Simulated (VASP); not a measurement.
Here is a VASP 6.6.1 calculation.

The input INCAR:

```
  PREC = Accurate
  ENCUT = 520
  EDIFF = 1E-6
  ISMEAR = 0
  SIGMA = 0.15
  LREAL = False
  LASPH = True
  NELM = 100
  ALGO = Fast
  ISIF = 2
  LWAVE = False
  LCHARG = False
  NBANDS = 70
```

The input KPOINTS:

```
Automatic mesh
0
Gamma
  6 6 6
```

The input POSCAR:

```
Rh
1.0
    2.7309790422      0.0000000000     -4.4284890000
    2.7309790422      0.0000000000      4.4284890000
   -2.7309790422     -4.7301944555      0.0000000000
Rh
8
Direct
    0.7916666667      0.5416666667      0.3333333333
    0.2916666667      0.0416666667      0.3333333333
    0.7916666667      0.5416666667      0.8333333333
    0.2916666667      0.0416666667      0.8333333333
    0.7083333333      0.9583333333      0.1666666667
    0.2083333333      0.4583333333      0.1666666667
    0.7083333333      0.9583333333      0.6666666667
    0.2083333333      0.4583333333      0.6666666667
```

Potentials or basis: VASP PAW LDA potentials, release 64 (Rh_pv).

Run with:

```sh
$ cat potpaw_LDA.64/Rh_pv/POTCAR > POTCAR
$ mpirun -np 1 vasp_std > vasp.out
```

(1) Estimate the band gap on the k mesh.

(2) Estimate the pressure.

(3) Predict the largest force.

## Answers

(1) zero (band 60 reaches 11.66 eV, above the bottom of band 61 at 10.67 eV).

(2) -18.7 GPa.

(3) 0.007 eV/Å.
